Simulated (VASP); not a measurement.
Si4Ge2Ir: relaxation of shape and atoms at fixed volume with PBE

Si4Ge2Ir:

```
CELL_PARAMETERS angstrom
4.05256 0.00000 0.00000
0.00000 4.05256 0.00000
0.00000 0.00000 7.94053
ATOMIC_POSITIONS crystal
Si 0.00000 0.50000 0.82652
Si 0.50000 0.00000 0.82652
Si 0.00000 0.50000 0.17348
Si 0.50000 0.00000 0.17348
Ge 0.00000 0.00000 0.65036
Ge 0.00000 0.00000 0.34964
Ir 0.50000 0.50000 0.00000
```

| Item | Value |
| --- | --- |
| Program | VASP 6.6.1 |
| Task | relaxation of shape and atoms at fixed volume |
| Functional | PBE |
| Potentials or basis | VASP PAW PBE potentials, release 64 (Si, Ge_d, Ir) |
| Cutoff | 500 eV |
| k mesh | 8 × 8 × 4 |
| Occupations | gaussian, width 0.1 eV |
| Spin | no spin polarisation |
| Dipole correction | no |
| Further INCAR settings | ALGO = Normal; EDIFF = 1e-07; IBRION = 2; EDIFFG = -0.01; NSW = 50; ISIF = 4 |

```
Energy gained by relaxing : 0.8 meV/atom
Ionic steps               : 5
Pressure after relaxing   : 6.2 GPa
Band gap on the k mesh    : zero (an odd number of electrons rules out a gap without spin polarisation)
```

Forces on the atoms (eV/Å):
```
Si   0.000  0.000  0.000
Si   0.000  0.000  0.000
Si   0.000  0.000  0.000
Si   0.000  0.000  0.000
Ge   0.000  0.000  0.003
Ge   0.000  0.000 -0.003
Ir   0.000  0.000  0.000
```

Step by step:
```tsv
step	energy change (eV)	largest force (eV/Å)	pressure (GPa)	volume (Å³)
1	0.0000	0.1663	6.65	130.41
2	-0.0047	0.0790	6.38	130.41
3	-0.0054	0.0754	6.25	130.41
4	-0.0056	0.0354	6.21	130.41
5	-0.0057	0.0027	6.23	130.41
```

Final structure:
```cif
data_structure
_symmetry_space_group_name_H-M 'P 1'
_symmetry_Int_Tables_number 1
_cell_length_a 4.0533
_cell_length_b 4.0533
_cell_length_c 7.9378
_cell_angle_alpha 90.000
_cell_angle_beta 90.000
_cell_angle_gamma 90.000
_cell_volume 130.41
loop_
_atom_site_label
_atom_site_type_symbol
_atom_site_fract_x
_atom_site_fract_y
_atom_site_fract_z
_atom_site_occupancy
Si1 Si 0.00000 0.50000 0.82485 1
Si2 Si 0.50000 0.00000 0.82485 1
Si3 Si 0.00000 0.50000 0.17515 1
Si4 Si 0.50000 0.00000 0.17515 1
Ge1 Ge 0.00000 0.00000 0.64903 1
Ge2 Ge 0.00000 0.00000 0.35097 1
Ir1 Ir 0.50000 0.50000 0.00000 1
```

Levels at points of the mesh, in eV from the Fermi level:
| k point | band 24 | band 25 | band 26 | band 27 | band 28 | band 29 |
| --- | --- | --- | --- | --- | --- | --- |
| (0.00, 0.00, 0.00) | -1.80 | -1.65 | -1.65 | 0.13 | 0.13 | 0.64 |
| (0.50, 0.00, 0.00) | -1.91 | -1.63 | -1.04 | -0.72 | 0.00 | 0.50 |
| (0.50, 0.50, 0.00) | -3.49 | -3.36 | -3.00 | -0.04 | 1.72 | 2.60 |
| (0.00, 0.00, 0.50) | -2.29 | -1.61 | -0.97 | 0.64 | 0.86 | 1.33 |
| (0.50, 0.00, 0.50) | -2.25 | -1.61 | -1.29 | -0.98 | -0.24 | 1.30 |
| (0.50, 0.50, 0.50) | -3.54 | -3.54 | -3.35 | 0.46 | 1.33 | 1.33 |

Run time: 8.4 min on 1 thread of Oxide Virtual Turin-like Processor, with other jobs on the host, peak memory 0.31 GiB.

Caveat: spin-orbit coupling is left out, which moves the levels of the heavy elements; an odd number of electrons without spin polarisation forces a metal; a magnetic or distorted state may lie lower.
